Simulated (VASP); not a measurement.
# SnO2 (I4_1/amd) in VASP: a series of runs

SnO2 is run at these levels: PBEsol; tasks: single point.

All numbers are computed with VASP 6.6.1; they aren't measurements. Logs are shortened: lines on timing, memory, paths and dates and some standing lists are left out, and cuts for length are marked.

**1. The cell of the first run**

It takes space group I4_1/amd (No. 141, tetragonal). Conventional cell: a = 4.000 Å, b = 4.000 Å, c = 10.247 Å, α = 90.00°, β = 90.00°, γ = 90.00°. Sn (site symmetry -4m2) has 6 O at 2.06 to 2.09 Å within 2.7 Å. O (site symmetry 2mm) has 3 Sn at 2.06 to 2.09 Å and 2 O at 2.57 Å within 2.7 Å.

**2. Single point, PBEsol**

File INCAR:

```
SYSTEM = SnO2
  ALGO = Normal
  EDIFF = 1E-7
  ENCUT = 520
  GGA = PS
  ISIF = 2
  ISMEAR = -1
  LASPH = .TRUE.
  LCHARG = .FALSE.
  LREAL = .FALSE.
  LWAVE = .FALSE.
  NBANDS = 35
  NELM = 100
  PREC = Accurate
  SIGMA = 0.02
```

File KPOINTS:

```
k-points
0
G
  8 8 8
  0 0 0
```

File POSCAR:

```
SnO2
1.0
   -2.0000690000      2.0000690000      5.1236790000
    2.0000690000     -2.0000690000      5.1236790000
    2.0000690000      2.0000690000     -5.1236790000
Sn O
2 4
Direct
    0.7500000000      0.2500000000      0.5000000000
    0.0000000000      0.0000000000      0.0000000000
    0.7965230000      0.7965230000      0.0000000000
    0.9534770000      0.4534770000      0.5000000000
    0.2034770000      0.2034770000      0.0000000000
    0.5465230000      0.0465230000      0.5000000000
```

Potentials or basis: VASP PAW PBE potentials, release 64 (Sn_d, O).

The run is started by

```sh
> cat potpaw_PBE.64/Sn_d/POTCAR potpaw_PBE.64/O/POTCAR > POTCAR
> mpirun -np 1 vasp_std > vasp.out
```

OUTCAR:

```text
SYSTEM = SnO2
   EDIFF = 1E-7
   ENCUT = 520
   GGA = PS
   ISIF = 2
   ISMEAR = -1
   LASPH = .TRUE.
   LREAL = .FALSE.
   NELM = 100
   PREC = Accurate

 ion  position               nearest neighbor table
   1  0.750  0.250  0.500-   3 2.06   5 2.06   3 2.06   5 2.06   4 2.09   6 2.09   2 3.25   2 3.25
                             2 3.25   2 3.25
   2  0.000  0.000  0.000-   6 2.06   4 2.06   6 2.06   4 2.06   3 2.09   5 2.09   1 3.25   1 3.25
                             1 3.25   1 3.25
   3  0.797  0.797  0.000-   1 2.06   1 2.06   2 2.09
   4  0.953  0.453  0.500-   2 2.06   2 2.06   1 2.09
   5  0.203  0.203  0.000-   1 2.06   1 2.06   2 2.09
   6  0.547  0.047  0.500-   2 2.06   2 2.06   1 2.09

  LATTYP: Found a body centered tetragonal cell.
 ALAT       =     4.0001380000
 C/A-ratio  =     2.5617511196

  Lattice vectors:

 A1 = (  -2.0000690000,   2.0000690000,   5.1236790000)
 A2 = (   2.0000690000,  -2.0000690000,   5.1236790000)
 A3 = (   2.0000690000,   2.0000690000,  -5.1236790000)

Analysis of symmetry for initial positions (statically):
=====================================================================
 Subroutine PRICEL returns:
 Original cell was already a primitive cell.

 Routine SETGRP: Setting up the symmetry group for a
 body centered tetragonal supercell.

 Subroutine GETGRP returns: Found 16 space group operations
 (whereof  8 operations were pure point group operations)
 out of a pool of 16 trial point group operations.

The static configuration has the point symmetry D_2d.
 The point group associated with its full space group is D_4h.

Analysis of symmetry for dynamics (positions and initial velocities):
=====================================================================
 Subroutine PRICEL returns:
 Original cell was already a primitive cell.

 Routine SETGRP: Setting up the symmetry group for a
 body centered tetragonal supercell.

 Subroutine GETGRP returns: Found 16 space group operations
 (whereof  8 operations were pure point group operations)
 out of a pool of 16 trial point group operations.

The dynamic configuration has the point symmetry D_2d.
 The point group associated with its full space group is D_4h.

 Subroutine INISYM returns: Found 16 space group operations
 (whereof  8 operations are pure point group operations),
 and found     1 'primitive' translations

----------------------------------------------------------------------------------------

                                     Primitive cell

  volume of cell :      81.9845

  direct lattice vectors                    reciprocal lattice vectors
    -2.000069000  2.000069000  5.123679000     0.000000000  0.249991375  0.097586129
     2.000069000 -2.000069000  5.123679000     0.249991375  0.000000000  0.097586129
     2.000069000  2.000069000 -5.123679000     0.249991375  0.249991375  0.000000000

  length of vectors
     5.852575374  5.852575374  5.852575374     0.268363076  0.268363076  0.353541193

  position of ions in fractional coordinates (direct lattice)
     0.750000000  0.250000000  0.500000000
     0.000000000  0.000000000  0.000000000
     0.796523000  0.796523000  0.000000000
     0.953477000  0.453477000  0.500000000
     0.203477000  0.203477000  0.000000000
     0.546523000  0.046523000  0.500000000

  ion indices of the primitive-cell ions
   primitive index   ion index
                 1           1
                 2           2
                 3           3
                 4           4
                 5           5
                 6           6

----------------------------------------------------------------------------------------

 KPOINTS: k-points

Automatic generation of k-mesh.
 Grid dimensions read from file:
 generate k-points for:    8    8    8

 Generating k-lattice:

  Cartesian coordinates                     Fractional coordinates (reciprocal lattice)
     0.000000000  0.031248922  0.012198266     0.125000000 -0.000000000  0.000000000
     0.031248922  0.000000000  0.012198266    -0.000000000  0.125000000  0.000000000
     0.031248922  0.031248922  0.000000000     0.000000000  0.000000000  0.125000000

  Length of vectors
     0.033545384  0.033545384  0.044192649

  Shift w.r.t. Gamma in fractional coordinates (k-lattice)
     0.000000000  0.000000000  0.000000000

 Subroutine IBZKPT returns following result:
 ===========================================

 Found     59 irreducible k-points:

 Following reciprocal coordinates:
            Coordinates               Weight
  0.000000  0.000000  0.000000      1.000000
  0.125000  0.000000  0.000000      8.000000
  0.250000  0.000000  0.000000      8.000000
  0.375000  0.000000 -0.000000      8.000000
  0.500000  0.000000  0.000000      4.000000
  0.125000  0.125000  0.000000      8.000000
[... 16 lines left out ...]
  0.250000  0.125000  0.125000     16.000000
  0.375000  0.125000  0.125000      8.000000
 [... further k-points ...]
   k-points           NKPTS =     59   k-points in BZ     NKDIM =     59   number of bands    NBANDS=     35
   number of dos      NEDOS =    301   number of ions     NIONS =      6
   total plane-waves  NPLWV = 110592
   dimension x,y,z NGX =    48 NGY =   48 NGZ =   48
   dimension x,y,z NGXF=    96 NGYF=   96 NGZF=   96
   ions per type =               2   4
   NGX,Y,Z   is equivalent  to a cutoff of  13.63, 13.63, 13.63 a.u.
   NGXF,Y,Z  is equivalent  to a cutoff of  27.27, 27.27, 27.27 a.u.
 SYSTEM =  SnO2
   PREC   = accura    normal or accurate (medium, high low for compatibility)
   ISTART =      0    job   : 0-new  1-cont  2-samecut
   ICHARG =      2    charge: 1-file 2-atom 10-const
   ISPIN  =      1    spin polarized calculation?
   LNONCOLLINEAR =      F non collinear calculations
   LSORBIT =      F    spin-orbit coupling
   LASPH  =      T    aspherical Exc in radial PAW
   ENCUT  =  520.0 eV  38.22 Ry    6.18 a.u.  10.88 10.88 10.88*2*pi/ulx,y,z
   NELM   =    100;   NELMIN=  2; NELMDL= -5     # of ELM steps
   EDIFF  = 0.1E-06   stopping-criterion for ELM
   LREAL  =      F    real-space projection
   EDIFFG = 0.1E-05   stopping-criterion for IOM
   NSW    =      0    number of steps for IOM
   IBRION =     -1    ionic relax: 0-MD 1-quasi-New 2-CG
   NFREE  =      0    steps in history (QN), initial steepest desc. (CG)
   ISIF   =      2    stress and relaxation
   ISYM   =      2    0-nonsym 1-usesym 2-fastsym
   POTIM  = 0.5000    time-step for ionic-motion
   TEBEG  =    0.0;   TEEND  =   0.0 temperature during run
   PSTRESS=    0.0 pullay stress
   NELECT =      52.0000    total number of electrons
   NUPDOWN=      -1.0000    fix difference up-down
   EMIN   =  10.00;   EMAX   =-10.00  energy-range for DOS
   EFERMI =   0.00;   METHOD = LEGACY
   ISMEAR =    -1;   SIGMA  =   0.02  broadening in eV -4-tet -1-fermi 0-gaus
   EFERMI_NEDOS =   21; number of points for ismear=-14 and -15
   IALGO  =     38    algorithm
   IMIX   =      4    mixing-type and parameters
     AMIX     =   0.40;   BMIX     =  1.00
     AMIX_MAG =   1.60;   BMIX_MAG =  1.00
  volume/ion in A,a.u.               =      13.66        92.21
  Fermi-wavevector in a.u.,A,eV,Ry     =   1.406583  2.658056 26.918792  1.978475
  Thomas-Fermi vector in A             =   2.528929
   LORBIT       =      0    0 simple, 1 ext, 2 COOP (PROOUT), +10 PAW based schemes
   GGA     = PS    functional components
   LHFCALC =     F    Hartree Fock is set to
   AEXX    =    0.0000 exact exchange contribution
   IVDW    =     0    specifies the selected vdW correction
   LEPSILON=     F    determine dielectric tensor
   LRPA    =     F    only Hartree local field effects (RPA)
 non-spin polarized calculation
  energy-cutoff  :      520.00
  volume of cell :       81.98
 maximum number of plane-waves:      2244
 NGX is ok and might be reduce to    48
   NGX = 21   NGY = 21   NGZ = 21

 number of electron      52.0000007 magnetization

 Free energy of the ion-electron system (eV)
  ---------------------------------------------------
  ext. energy  EPLUGINS =         0.00000000
  ---------------------------------------------------
  free energy    TOTEN  =       -39.21880898 eV

  energy without entropy =      -39.21880898  energy(sigma->0) =      -39.21880898

 E-fermi :   4.4357     XC(G=0): -10.5526

 val. band max:        3.9240808448   @ k =   0.2500   0.2500   0.2500
 cond. band min:       5.4797905550   @ k =   0.0000   0.0000   0.0000
 fundamental gap:      1.5557097102
 Fermi energy:         4.4356922331

 k-point     1 :       0.0000    0.0000    0.0000
  band No.  band energies     occupation
      1     -16.3968      2.00000
      2     -16.3863      2.00000
      3     -16.2474      2.00000
      4     -15.6691      2.00000
      5     -15.5707      2.00000
      6     -15.5707      2.00000
[... 27 lines left out ...]
     34      16.2118      0.00000
     35      16.2321      0.00000

 k-point     2 :       0.1250    0.0000    0.0000
  band No.  band energies     occupation
      1     -16.4259      2.00000
      2     -16.3062      2.00000
      3     -16.2235      2.00000
      4     -15.6764      2.00000
      5     -15.5743      2.00000
      6     -15.5672      2.00000
[... 27 lines left out ...]
     34      15.6138      0.00000
     35      15.9399      0.00000

 k-point     3 :       0.2500    0.0000    0.0000
  band No.  band energies     occupation
      1     -16.4270      2.00000
      2     -16.2376      2.00000
      3     -16.1050      2.00000
      4     -15.6955      2.00000
      5     -15.5826      2.00000
      6     -15.5592      2.00000
[... 27 lines left out ...]
     34      15.2782      0.00000
     35      15.4318      0.00000
[... 723 lines left out ...]
 k-point    23 :       0.2500    0.1250    0.1250
  band No.  band energies     occupation
      1     -16.2851      2.00000
      2     -16.0663      2.00000
      3     -15.9241      2.00000
      4     -15.7125      2.00000
      5     -15.6182      2.00000
      6     -15.5102      2.00000
[... 27 lines left out ...]
     34      15.0604      0.00000
     35      15.9770      0.00000

 k-point    24 :       0.3750    0.1250    0.1250
  band No.  band energies     occupation
      1     -16.2739      2.00000
      2     -16.0594      2.00000
      3     -15.8626      2.00000
      4     -15.6963      2.00000
      5     -15.6289      2.00000
      6     -15.4958      2.00000
[... 27 lines left out ...]
     34      15.1572      0.00000
     35      16.6630      0.00000

 [... further k-points ...]

------------------------ aborting loop because EDIFF is reached ----------------------------------------

  FORCE on cell =-STRESS in cart. coord.  units (eV):
  Direction    XX          YY          ZZ          XY          YZ          ZX
  --------------------------------------------------------------------------------------
  -------------------------------------------------------------------------------------
  Total        0.7890494      0.7890494      0.3344006      0.0000000      0.0000000      0.0000000
  in kB       15.4199472     15.4199472      6.5350034      0.0000000      0.0000000      0.0000000
  external PRESSURE =      12.4582993 kB  Pullay stress =       0.0000000 kB

 VOLUME and BASIS-vectors are now :
 -----------------------------------------------------------------------------
  energy-cutoff  :      520.00
  volume of cell :       81.98
      direct lattice vectors                 reciprocal lattice vectors
    -2.000069000  2.000069000  5.123679000     0.000000000  0.249991375  0.097586129
     2.000069000 -2.000069000  5.123679000     0.249991375  0.000000000  0.097586129
     2.000069000  2.000069000 -5.123679000     0.249991375  0.249991375  0.000000000

 POSITION                                       TOTAL-FORCE (eV/Angst)
 -----------------------------------------------------------------------------------
      0.00000      2.00007      2.56184         0.000000      0.000000     -0.000000
      0.00000      0.00000      0.00000         0.000000      0.000000      0.000000
      0.00000      0.00000      8.16226        -0.000000     -0.000000      0.056373
      0.00000      2.00007      4.64694         0.000000      0.000000     -0.056373
      0.00000      0.00000      2.08510        -0.000000     -0.000000     -0.056373
      0.00000      2.00007      0.47674         0.000000      0.000000      0.056373
 -----------------------------------------------------------------------------------
    total drift:                                0.000000     -0.000000      0.000000

  FREE ENERGIE OF THE ION-ELECTRON SYSTEM (eV)
  ---------------------------------------------------
  free  energy   TOTEN  =       -39.2188089836 eV

  energy  without entropy=      -39.2188089836  energy(sigma->0) =      -39.21880898
```

Wall time 2.6 min (1 thread of Intel Xeon 6975P-C (Granite Rapids), shared host); peak memory 0.38 GiB.

Results:

| Quantity | Value |
| --- | --- |
| Free energy | -39.2188 eV |
| Pressure | 1.2 GPa |
| Largest force | 0.056 eV/Å |
| Band gap on the k mesh | 1.56 eV (least direct gap 1.94 eV) |

Forces in eV/Å, atoms in the order of the input:
```
Sn   0.000  0.000  0.000
Sn   0.000  0.000  0.000
O    0.000  0.000  0.056
O    0.000  0.000 -0.056
O    0.000  0.000 -0.056
O    0.000  0.000  0.056
```

Caveat: the PAW data sets were made with another functional, which shifts forces and pressure a little; spin-orbit coupling is left out, which moves the levels of the heavy elements. A k mesh can miss the band edges.

**3. Single point, PBEsol**

This run uses another cell than the first one, of 13.80 Å³/atom.

File INCAR:

```
PREC = Accurate ; ENCUT = 520
EDIFF = 1E-7 ; ISMEAR = -1
SIGMA = 0.02 ; LREAL = F
LASPH = T ; NELM = 60
ALGO = Normal ; ISIF = 2
LWAVE = F ; LCHARG = T
GGA = PS ; LELF = T
LVHAR = T ; NBANDS = 35
```

File KPOINTS:

```
Automatic mesh
0
Gamma
  8 8 8
```

POSCAR, as its differences from that of step 2:

```diff
@@ -2,5 +2,5 @@
 1.0
-   -2.0000690000      2.0000690000      5.1236790000
-    2.0000690000     -2.0000690000      5.1236790000
-    2.0000690000      2.0000690000     -5.1236790000
+   -2.0000690000      2.0000690000      5.1749157900
+    2.0000690000     -2.0000690000      5.1749157900
+    2.0000690000      2.0000690000     -5.1749157900
 Sn O
```

Potentials or basis: VASP PAW PBE potentials, release 64 (Sn_d, O).

The run is started by

```sh
> cat potpaw_PBE.64/Sn_d/POTCAR potpaw_PBE.64/O/POTCAR > POTCAR
> mpirun -np 1 vasp_std > vasp.out
```

It took 3.1 min on 1 thread of Intel Xeon 6975P-C (Granite Rapids), shared host; peak memory 0.39 GiB.

It converged, with:

```yaml
Free_energy: -39.2143 eV
Pressure: -0.7 GPa
Largest_force: 0.221 eV/Å
Band_gap_on_the_k_mesh: 1.42 eV (least direct gap 1.79 eV)
```

Forces on the atoms (eV/Å):
```
Sn   0.000  0.000  0.000
Sn   0.000  0.000  0.000
O    0.000  0.000  0.221
O    0.000  0.000 -0.221
O    0.000  0.000 -0.221
O    0.000  0.000  0.221
```

Stress tensor (GPa, compression positive):
```
 0.36  0.00  0.00
 0.00  0.36  0.00
 0.00  0.00 -2.77
```

Levels at points of the mesh, in eV from the valence-band top:
```csv
k point,band 22,band 23,band 24,band 25,band 26,band 27,band 28,band 29,band 30,band 31
"(0.00, 0.00, 0.00)",-1.01,-0.67,-0.67,-0.37,-0.37,1.42,5.34,9.16,9.41,9.66
"(0.50, 0.00, 0.00)",-1.14,-0.76,-0.74,-0.57,-0.40,4.79,6.01,7.74,8.46,9.79
"(0.50, 0.50, 0.00)",-0.89,-0.85,-0.85,-0.04,-0.04,7.17,7.17,7.50,7.50,8.50
"(0.50, 0.50, 0.50)",-2.81,-1.01,-1.01,-0.27,-0.27,4.04,4.04,7.48,7.48,11.81
```

Caveat: the PAW data sets were made with another functional, which shifts forces and pressure a little; spin-orbit coupling is left out, which moves the levels of the heavy elements. A k mesh can miss the band edges.

**4. Single point, PBEsol**

This run uses another cell than the first one, of 13.94 Å³/atom.

File INCAR:

```
SYSTEM = SnO2
ALGO = Normal ; EDIFF = 1E-6
ENCUT = 520 ; GGA = PS
ISIF = 2 ; ISMEAR = -1
LASPH = .True. ; LCHARG = .False.
LREAL = .False. ; LWAVE = .False.
NBANDS = 35 ; NELM = 60
PREC = Accurate ; SIGMA = 0.02
```

File KPOINTS:

```
k-points
0
Gamma
  8 8 8
  0 0 0
```

POSCAR, as its differences from that of step 3:

```diff
@@ -2,5 +2,5 @@
 1.0
-   -2.0000690000      2.0000690000      5.1749157900
-    2.0000690000     -2.0000690000      5.1749157900
-    2.0000690000      2.0000690000     -5.1749157900
+   -2.0000690000      2.0000690000      5.2261525800
+    2.0000690000     -2.0000690000      5.2261525800
+    2.0000690000      2.0000690000     -5.2261525800
 Sn O
```

The run is started by

```sh
> cat potpaw_PBE.64/Sn_d/POTCAR potpaw_PBE.64/O/POTCAR > POTCAR
> mpirun -np 1 vasp_std > vasp.out
```

It took 3 min on 1 thread of Intel Xeon 6975P-C (Granite Rapids), shared host; peak memory 0.38 GiB.

The run converged. Its results:

```
Free energy            : -39.1933 eV
Pressure               : -2.4 GPa
Largest force          : 0.365 eV/Å
Band gap on the k mesh : 1.28 eV (least direct gap 1.64 eV)
```

Forces in eV/Å, atoms in the order of the input:
```
Sn   0.000  0.000  0.000
Sn   0.000  0.000  0.000
O    0.000  0.000  0.365
O    0.000  0.000 -0.365
O    0.000  0.000 -0.365
O    0.000  0.000  0.365
```

Stress tensor (GPa, compression positive):
```
-0.76  0.00  0.00
 0.00 -0.76  0.00
 0.00  0.00 -5.80
```

Levels at points of the mesh, in eV from the valence-band top:
```
           k point  band 24  band 25  band 26  band 27  band 28  band 29
(0.00, 0.00, 0.00)    -0.67    -0.36    -0.36     1.28     5.18     9.08
(0.50, 0.00, 0.00)    -0.74    -0.57    -0.42     4.67     5.86     7.64
(0.50, 0.50, 0.00)    -0.89    -0.04    -0.04     7.05     7.05     7.43
(0.50, 0.50, 0.50)    -1.00    -0.27    -0.27     3.89     3.89     7.40
```

Caveat: the PAW data sets were made with another functional, which shifts forces and pressure a little; spin-orbit coupling is left out, which moves the levels of the heavy elements. A k mesh can miss the band edges.

**5. The runs side by side**

```tsv
cell	gap on the mesh (eV)	pressure (GPa)	largest force (eV/Å)
a = 5.853 Å, angles 140.0, 140.0, 57.8°, 6 atoms	1.56	1.2	0.06
a = 5.897 Å, angles 140.4, 140.4, 57.3°, 6 atoms	1.42	-0.7	0.22
a = 5.942 Å, angles 140.7, 140.7, 56.8°, 6 atoms	1.28	-2.4	0.37
```

Alike in all rows: task single point; level PBEsol; potentials or basis VASP PAW PBE potentials, release 64 (Sn_d, O); no spin polarisation; k mesh 8 × 8 × 8; cutoff (eV) 520; smearing fermi-dirac 0.02 eV.

Caveats: the PAW data sets were made with another functional, which shifts forces and pressure a little; spin-orbit coupling is left out, which moves the levels of the heavy elements.

Absolute energies hang on the potentials; compare differences alone.
